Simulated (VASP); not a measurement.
# Ga8BP8Cl3 in VASP: single point with PBE+D3(BJ)

Aim: the single point of Ga8BP8Cl3 with PBE+D3(BJ).

Everything below comes from runs of VASP 6.6.1. Logs are shortened: lines on timing, memory, paths and dates and some standing lists are left out, and cuts for length are marked.

## (1) The cell of the first run

The cell holds a slab with vacuum, 20 atoms: a = 7.683 Å, b = 7.683 Å, c = 16.534 Å, α = 90.00°, β = 90.00°, γ = 120.00°.

## (2) Single point, PBE+D3(BJ)

Contents of INCAR:

```
  ALGO = Normal
  EDIFF = 1E-6
  ENCUT = 520
  GGA = PE
  ISIF = 2
  ISMEAR = -1
  IVDW = 12
  LASPH = T
  LCHARG = F
  LREAL = Auto
  LWAVE = F
  NBANDS = 100
  NELM = 100
  PREC = Accurate
  SIGMA = 0.1
```

Contents of KPOINTS:

```
k-points
0
Gamma
  3 3 1
```

Contents of POSCAR:

```
Ga8BP8Cl3
1.0
    7.6834380000      0.0000000000      0.0000000000
   -3.8417190000      6.6540520000      0.0000000000
    0.0000000000      0.0000000000     16.5342930000
Ga P B Cl
8 8 1 3
Direct
    0.1835304436      0.0022242086      0.2473404820
    0.1666653642      0.3333307284      0.0604803604
    0.2201453931      0.5358990281      0.2212492545
    0.1666581394      0.8333268210      0.0604803604
    0.7273942464      0.0501048083      0.2528441948
    0.6666628914      0.3333307284      0.0604803604
    0.5372270874      0.4008234381      0.2904690270
    0.6666686816      0.8333268210      0.0604803604
    0.2436264720      0.1625024872      0.3746818809
    0.0255645841      0.1572275059      0.1755986785
    0.1663996409      0.3917312338      0.3608258303
   -0.0170504347      0.6364843557      0.2084697543
    0.8504352215      0.2587295681      0.3706720330
    0.5175139249      0.1642457859      0.1903921746
    0.8794329678      0.5477414363      0.3453186659
    0.5622695550      0.7027747905      0.2067218719
    0.8752398683      0.6944941218      0.5451276326
    1.0365807085      0.5924961212      0.5575865869
    0.9378920074      0.9431546372      0.5220120389
    0.6277107666      0.5519343702      0.5755432059
```

Potentials or basis: VASP PAW PBE potentials, release 64 (Ga_d, P, B, Cl).

The run is started by

```bash
$ cat potpaw_PBE.64/Ga_d/POTCAR potpaw_PBE.64/P/POTCAR potpaw_PBE.64/B/POTCAR potpaw_PBE.64/Cl/POTCAR > POTCAR
$ mpirun -np 1 vasp_std > vasp.out
```

OUTCAR:

```text
EDIFF = 1E-6
   ENCUT = 520
   GGA = PE
   ISIF = 2
   ISMEAR = -1
   IVDW = 12
   LASPH = T
   LREAL = Auto
   NELM = 100
   PREC = Accurate
 IVDW          = 12

 ion  position               nearest neighbor table
   1  0.184  0.002  0.247-   9 2.37  10 2.40  14 2.41  12 2.52
   2  0.167  0.333  0.060-  10 2.27
   3  0.220  0.536  0.221-  16 2.29  12 2.32  11 2.50  10 2.63
   4  0.167  0.833  0.060-  12 2.85
   5  0.727  0.050  0.253-  10 2.38  13 2.40  14 2.42  16 2.43
   6  0.667  0.333  0.060-  14 2.48
   7  0.537  0.401  0.290-  14 2.41  15 2.46   9 2.50  16 2.62
   8  0.667  0.833  0.060-  16 2.59
   9  0.244  0.163  0.375-  11 2.13   1 2.37   7 2.50
  10  0.026  0.157  0.176-   2 2.27   5 2.38   1 2.40   3 2.63
  11  0.166  0.392  0.361-  13 2.12   9 2.13   3 2.50
  12  0.983  0.636  0.208-   3 2.32  15 2.38   1 2.52   4 2.85
  13  0.850  0.259  0.371-  11 2.12  15 2.16   5 2.40
  14  0.518  0.164  0.190-   7 2.41   1 2.41   5 2.42   6 2.48
  15  0.879  0.548  0.345-  13 2.16  12 2.38   7 2.46
  16  0.562  0.703  0.207-   3 2.29   5 2.43   8 2.59   7 2.62
  17  0.875  0.694  0.545-  20 1.73  19 1.76  18 1.78
  18  0.037  0.592  0.558-  17 1.78
  19  0.938  0.943  0.522-  17 1.76
  20  0.628  0.552  0.576-  17 1.73

  LATTYP: Found a hexagonal cell.
 ALAT       =     7.6834380000
 C/A-ratio  =     2.1519394053

  Lattice vectors:

 A1 = (   7.6834380000,   0.0000000000,   0.0000000000)
 A2 = (  -3.8417190000,   6.6540520000,   0.0000000000)
 A3 = (   0.0000000000,   0.0000000000,  16.5342930000)

Analysis of symmetry for initial positions (statically):
=====================================================================
 Subroutine PRICEL returns:
 Original cell was already a primitive cell.

 Routine SETGRP: Setting up the symmetry group for a
 hexagonal supercell.

 Subroutine GETGRP returns: Found  1 space group operations
 (whereof  1 operations were pure point group operations)
 out of a pool of 24 trial point group operations.

The static configuration has the point symmetry C_1 .

Analysis of symmetry for dynamics (positions and initial velocities):
=====================================================================
 Subroutine PRICEL returns:
 Original cell was already a primitive cell.

 Routine SETGRP: Setting up the symmetry group for a
 hexagonal supercell.

 Subroutine GETGRP returns: Found  1 space group operations
 (whereof  1 operations were pure point group operations)
 out of a pool of 24 trial point group operations.

The dynamic configuration has the point symmetry C_1 .

 Subroutine INISYM returns: Found  1 space group operations
 (whereof  1 operations are pure point group operations),
 and found     1 'primitive' translations

----------------------------------------------------------------------------------------

                                     Primitive cell

  volume of cell :     845.3322

  direct lattice vectors                    reciprocal lattice vectors
     7.683438000  0.000000000  0.000000000     0.130150071  0.075142184  0.000000000
    -3.841719000  6.654052000  0.000000000     0.000000000  0.150284368  0.000000000
     0.000000000  0.000000000 16.534293000     0.000000000  0.000000000  0.060480360

  length of vectors
     7.683438000  7.683437570 16.534293000     0.150284360  0.150284368  0.060480360

  position of ions in fractional coordinates (direct lattice)
     0.183530444  0.002224209  0.247340482
     0.166665364  0.333330728  0.060480360
     0.220145393  0.535899028  0.221249255
     0.166658139  0.833326821  0.060480360
     0.727394246  0.050104808  0.252844195
     0.666662891  0.333330728  0.060480360
[... 12 lines left out ...]
     0.937892007  0.943154637  0.522012039
     0.627710767  0.551934370  0.575543206

  ion indices of the primitive-cell ions
   primitive index   ion index
                 1           1
                 2           2
                 3           3
                 4           4
                 5           5
                 6           6
[... 12 lines left out ...]
                19          19
                20          20

----------------------------------------------------------------------------------------

 KPOINTS: k-points

Automatic generation of k-mesh.
 Grid dimensions read from file:
 generate k-points for:    3    3    1

 Generating k-lattice:

  Cartesian coordinates                     Fractional coordinates (reciprocal lattice)
     0.043383357  0.025047395  0.000000000     0.333333333  0.000000000  0.000000000
     0.000000000  0.050094789  0.000000000     0.000000000  0.333333333  0.000000000
     0.000000000  0.000000000  0.060480360     0.000000000  0.000000000  1.000000000

  Length of vectors
     0.050094787  0.050094789  0.060480360

  Shift w.r.t. Gamma in fractional coordinates (k-lattice)
     0.000000000  0.000000000  0.000000000

 Subroutine IBZKPT returns following result:
 ===========================================

 Found      5 irreducible k-points:

 Following reciprocal coordinates:
            Coordinates               Weight
  0.000000  0.000000  0.000000      1.000000
  0.333333  0.000000  0.000000      2.000000
  0.000000  0.333333  0.000000      2.000000
 -0.333333  0.333333  0.000000      2.000000
  0.333333  0.333333  0.000000      2.000000
   k-points           NKPTS =      5   k-points in BZ     NKDIM =      5   number of bands    NBANDS=    100
   number of dos      NEDOS =    301   number of ions     NIONS =     20
   total plane-waves  NPLWV = 453600
   dimension x,y,z NGX =    60 NGY =   60 NGZ =  126
   dimension x,y,z NGXF=   120 NGYF=  120 NGZF=  252
   ions per type =               8   8   1   3
   NGX,Y,Z   is equivalent  to a cutoff of  12.98, 12.98, 12.67 a.u.
   NGXF,Y,Z  is equivalent  to a cutoff of  25.96, 25.96, 25.34 a.u.
 SYSTEM =  unknown system
   PREC   = accura    normal or accurate (medium, high low for compatibility)
   ISTART =      0    job   : 0-new  1-cont  2-samecut
   ICHARG =      2    charge: 1-file 2-atom 10-const
   ISPIN  =      1    spin polarized calculation?
   LNONCOLLINEAR =      F non collinear calculations
   LSORBIT =      F    spin-orbit coupling
   LASPH  =      T    aspherical Exc in radial PAW
   ENCUT  =  520.0 eV  38.22 Ry    6.18 a.u.  14.29 14.29 30.74*2*pi/ulx,y,z
   NELM   =    100;   NELMIN=  2; NELMDL= -5     # of ELM steps
   EDIFF  = 0.1E-05   stopping-criterion for ELM
   LREAL  =      T    real-space projection
   EDIFFG = 0.1E-04   stopping-criterion for IOM
   NSW    =      0    number of steps for IOM
[... 5 lines left out ...]
   TEBEG  =    0.0;   TEEND  =   0.0 temperature during run
   PSTRESS=    0.0 pullay stress
   NELECT =     168.0000    total number of electrons
   NUPDOWN=      -1.0000    fix difference up-down
   EMIN   =  10.00;   EMAX   =-10.00  energy-range for DOS
   EFERMI =   0.00;   METHOD = LEGACY
   ISMEAR =    -1;   SIGMA  =   0.10  broadening in eV -4-tet -1-fermi 0-gaus
   EFERMI_NEDOS =   21; number of points for ismear=-14 and -15
   IALGO  =     38    algorithm
   IMIX   =      4    mixing-type and parameters
     AMIX     =   0.40;   BMIX     =  1.00
     AMIX_MAG =   1.60;   BMIX_MAG =  1.00
  volume/ion in A,a.u.               =      42.27       285.23
  Fermi-wavevector in a.u.,A,eV,Ry     =   0.955364  1.805376 12.418310  0.912720
  Thomas-Fermi vector in A             =   2.084195
   LORBIT       =      0    0 simple, 1 ext, 2 COOP (PROOUT), +10 PAW based schemes
   GGA     = PE    functional components
   LHFCALC =     F    Hartree Fock is set to
   AEXX    =    0.0000 exact exchange contribution
   IVDW    =    12    specifies the selected vdW correction
   LEPSILON=     F    determine dielectric tensor
   LRPA    =     F    only Hartree local field effects (RPA)
 non-spin polarized calculation
  energy-cutoff  :      520.00
  volume of cell :      845.33
 maximum number of plane-waves:     22819
 NGX is ok and might be reduce to    60
   NGX = 29   NGY = 29   NGZ = 61

 number of electron     167.9999984 magnetization

 Free energy of the ion-electron system (eV)
  ---------------------------------------------------
  ext. energy  EPLUGINS =         0.00000000
  ---------------------------------------------------
  free energy    TOTEN  =       -79.54382689 eV

  energy without entropy =      -79.44240142  energy(sigma->0) =      -79.49311416

 E-fermi :  -0.1700     XC(G=0):  -5.8277

 val. band max:       -0.2115754776   @ k =   0.0000   0.0000   0.0000
 cond. band min:       0.0905335613   @ k =   0.0000   0.3333   0.0000
 fundamental gap:      0.3021090388
 Fermi energy:        -0.1700003808

 k-point     1 :       0.0000    0.0000    0.0000
  band No.  band energies     occupation
      1     -17.6521      2.00000
      2     -16.5128      2.00000
      3     -16.3116      2.00000
      4     -15.6000      2.00000
      5     -15.5961      2.00000
      6     -15.5859      2.00000
[... 88 lines left out ...]
     95       2.7197      0.00000
     96       2.9776      0.00000

 k-point     2 :       0.3333    0.0000    0.0000
  band No.  band energies     occupation
      1     -17.6502      2.00000
      2     -16.5134      2.00000
      3     -16.3146      2.00000
      4     -15.5998      2.00000
      5     -15.5960      2.00000
      6     -15.5858      2.00000
[... 88 lines left out ...]
     95       2.7579      0.00000
     96       2.9618      0.00000

 k-point     3 :       0.0000    0.3333    0.0000
  band No.  band energies     occupation
      1     -17.6501      2.00000
      2     -16.5165      2.00000
      3     -16.3115      2.00000
      4     -15.6000      2.00000
      5     -15.5959      2.00000
      6     -15.5858      2.00000
[... 88 lines left out ...]
     95       2.7286      0.00000
     96       2.8074      0.00000

 k-point     4 :      -0.3333    0.3333    0.0000
  band No.  band energies     occupation
      1     -17.6496      2.00000
      2     -16.5172      2.00000
      3     -16.3117      2.00000
      4     -15.5998      2.00000
      5     -15.5960      2.00000
      6     -15.5858      2.00000
[... 88 lines left out ...]
     95       2.5716      0.00000
     96       2.9359      0.00000

 k-point     5 :       0.3333    0.3333    0.0000
  band No.  band energies     occupation
      1     -17.6489      2.00000
      2     -16.5172      2.00000
      3     -16.3131      2.00000
      4     -15.5998      2.00000
      5     -15.5959      2.00000
      6     -15.5858      2.00000
[... 88 lines left out ...]
     95       2.6906      0.00000
     96       2.8059      0.00000
 [bands above 96 left out]

------------------------ aborting loop because EDIFF is reached ----------------------------------------

 Edisp (eV)   -4.33664

 E8    (eV) :    -1.8698

  FORCE on cell =-STRESS in cart. coord.  units (eV):
  Direction    XX          YY          ZZ          XY          YZ          ZX
  --------------------------------------------------------------------------------------
  -------------------------------------------------------------------------------------
  Total       1.82210    -9.68184    -2.99770     2.56055    -0.57401    -2.07351
  in kB       3.45346   -18.35021    -5.68161     4.85307    -1.08793    -3.92997
  external pressure =       -6.86 kB  Pullay stress =        0.00 kB

 VOLUME and BASIS-vectors are now :
 -----------------------------------------------------------------------------
  energy-cutoff  :      520.00
  volume of cell :      845.33
      direct lattice vectors                 reciprocal lattice vectors
     7.683438000  0.000000000  0.000000000     0.130150071  0.075142184  0.000000000
    -3.841719000  6.654052000  0.000000000     0.000000000  0.150284368  0.000000000
     0.000000000  0.000000000 16.534293000     0.000000000  0.000000000  0.060480360

 POSITION                                       TOTAL-FORCE (eV/Angst)
 -----------------------------------------------------------------------------------
      1.40160      0.01480      4.08960        -0.125129     -0.741245     -0.446358
      0.00000      2.21800      1.00000         0.297701      0.452816     -0.944382
     -0.36730      3.56590      3.65820        -0.128294     -0.549496      0.595045
     -1.92090      5.54500      1.00000        -0.039316     -0.051854      0.494065
      5.39640      0.33340      4.18060        -0.595306     -0.223898     -0.169659
      3.84170      2.21800      1.00000         0.026781      0.261575      0.335529
[... 12 lines left out ...]
      3.58290      6.27580      8.63110         0.684170     -0.210696     -0.054966
      2.70260      3.67260      9.51620        -0.361450     -0.801914      0.006545
 -----------------------------------------------------------------------------------
    total drift:                                0.005333      0.003887      0.004016

  FREE ENERGIE OF THE ION-ELECTRON SYSTEM (eV)
  ---------------------------------------------------
  free  energy   TOTEN  =       -83.8804673995 eV

  energy  without entropy=      -83.7790419282  energy(sigma->0) =      -83.82975466
```

It took 28 min on 1 thread of Intel Xeon 8259CL, shared host; peak memory 1 GiB.

Results:

```
Free energy                : -83.8805 eV
Largest force              : 1.352 eV/Å
Band gap on the k mesh     : 0.16 eV (least direct gap 0.36 eV)
Dispersion energy per atom : -0.217 eV
```

Forces in eV/Å, atoms in the order of the input:
```
Ga  -0.125 -0.741 -0.446
Ga   0.298  0.453 -0.944
Ga  -0.128 -0.549  0.595
Ga  -0.039 -0.052  0.494
Ga  -0.595 -0.224 -0.170
Ga   0.027  0.262  0.336
Ga   0.449  0.595  0.181
Ga   0.024 -0.118  0.220
P    0.900  0.528 -0.355
P   -0.109  0.063  0.257
P    0.302  0.520 -0.244
P   -0.176  0.467  0.512
P   -0.560 -0.414  0.312
P    0.091 -0.263 -0.187
P   -0.858 -0.079 -1.042
P    0.611 -0.333  0.328
B    0.222  0.210  0.529
Cl  -0.654  0.689 -0.326
Cl   0.684 -0.211 -0.055
Cl  -0.361 -0.802  0.007
```

Levels at points of the mesh, in eV from the valence-band top:
| k point | band 80 | band 81 | band 82 | band 83 | band 84 | band 85 | band 86 | band 87 | band 88 | band 89 |
| --- | --- | --- | --- | --- | --- | --- | --- | --- | --- | --- |
| (0.00, 0.00, 0.00) | -0.98 | -0.81 | -0.43 | -0.24 | -0.20 | 0.16 | 0.58 | 0.89 | 1.29 | 1.69 |

Caveat: there is no dipole correction, which matters where the two faces differ; semilocal functionals underestimate gaps, and a narrow one can read as zero.

The gap in the log of VASP goes by the Fermi energy; the results here count the filled bands.